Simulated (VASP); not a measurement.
Write the native input for VASP 6.6.1 that does the following.

```yaml
Task: single point
Functional: PBE
Potentials_or_basis: VASP PAW PBE potentials, release 64 (Hf_pv, N)
Cutoff: 520 eV
k_mesh: 18 × 18 × 10
Occupations: gaussian, width 0.1 eV
Spin: no spin polarisation
Dipole_correction: no
Further_INCAR_settings: ALGO = Normal; EDIFF = 1e-06; NBANDS = 23
```

The structure of HfN lies in POSCAR:

```
HfN
1.0
    3.2856091233      0.0000000000      0.0000000000
   -1.6428045617      2.8454209677      0.0000000000
    0.0000000000      0.0000000000      5.3205109631
Hf N
2 2
Direct
    0.6666666667      0.3333333333      0.7500000000
    0.3333333333      0.6666666667      0.2500000000
    0.0000000000      0.0000000000      0.0000000000
    0.0000000000      0.0000000000      0.5000000000
```

This cell differs from its parent crystal: biaxial strain in the a-b plane: +4.0 %.

The input as run:

INCAR

```
PREC = Accurate
ENCUT = 520
EDIFF = 1E-6
ISMEAR = 0
SIGMA = 0.1
LREAL = False
LASPH = True
NELM = 60
ALGO = Normal
ISIF = 2
LWAVE = False
LCHARG = False
GGA = PE
NBANDS = 23
```

KPOINTS

```
regular mesh
0
Gamma
  18 18 10
```

Potentials or basis: VASP PAW PBE potentials, release 64 (Hf_pv, N).

Launch:

```bash
$ cat potpaw_PBE.64/Hf_pv/POTCAR potpaw_PBE.64/N/POTCAR > POTCAR
$ mpirun -np 1 vasp_std > vasp.out
```

It gave:

| Item | Value |
| --- | --- |
| Pressure | -14.3 GPa |
| Band gap on the k mesh | zero (bands 15 and 16 overlap by 2.15 eV) |

Caveat: the cell differs from its parent crystal (biaxial strain in the a-b plane: +4.0 %); the cell stands under tension; spin-orbit coupling is left out, which moves the levels of the heavy elements.

Run time: 2.2 min on 1 thread of Intel(R) Xeon(R) Platinum 8488C (Sapphire Rapids) (shared host), peak memory 0.32 GiB.
